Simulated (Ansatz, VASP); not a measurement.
## Two plane-wave programs on Sr

Contents of INCAR:

```
SYSTEM = Sr
PREC = Accurate
ENCUT = 520
EDIFF = 1E-7
ISMEAR = 0
SIGMA = 0.1
LREAL = .False.
LASPH = .True.
NELM = 80
ALGO = Fast
ISIF = 2
LWAVE = .False.
LCHARG = .False.
GGA = PS
NBANDS = 17
```

KPOINTS

```
Automatic mesh
0
Gamma
  12 12 12
  0 0 0
```

Contents of POSCAR:

```
Sr
1.0
   -3.6418676430      3.6418676430      1.8644606284
    3.6418676430     -3.6418676430      1.8644606284
    3.6418676430      3.6418676430     -1.8644606284
Sr
2
Direct
    0.7500000000      0.2500000000      0.5000000000
    0.0000000000      0.0000000000      0.0000000000
```

Input for Ansatz:

```yaml
crystal:
  lattice:
    - [-3.641867643, 3.641867643, 1.8644606284]
    - [3.641867643, -3.641867643, 1.8644606284]
    - [3.641867643, 3.641867643, -1.8644606284]
  atoms:
    - { symbol: Sr, position: [0.75, 0.25, 0.5] }
    - { symbol: Sr, position: [0.0, 0.0, 0.0] }
basis:
  ecutwfc: 420
kpoints:
  mp_grid: { grid: [12, 12, 12] }
hamiltonian:
  xc: pbesol
scf:
  occupations: { method: gaussian, width: 0.1 }
output:
  forces: true
  stress: true
  eigenvalues: true
```

Alike in both runs: task single point; functional PBEsol; k mesh 12 × 12 × 12; occupations gaussian, width 0.1 eV; no spin polarisation.

|  | VASP | Ansatz |
| --- | --- | --- |
| version | VASP 6.6.1 | Ansatz 0.2.0 |
| potentials or method | VASP PAW PBE potentials, release 64 (Sr_sv), cutoff 520 eV | scalar-relativistic, plane waves, PAW |
| valence electrons in the cell | 20 | 20 |

VASP gave:

* gap on the k mesh at the Fermi level (eV): none
* pressure (GPa): 0.4
* traceless stress, the component that is largest in VASP (GPa): 1.34

Q: Which values does Ansatz return?

A: gap on the k mesh at the Fermi level (eV): none; pressure (GPa): 0.4; traceless stress, the component that is largest in VASP (GPa): 1.33.

VASP's potentials were made for PBE, not for PBEsol. A gap of «none» marks a metal or a gap that the smearing closes.
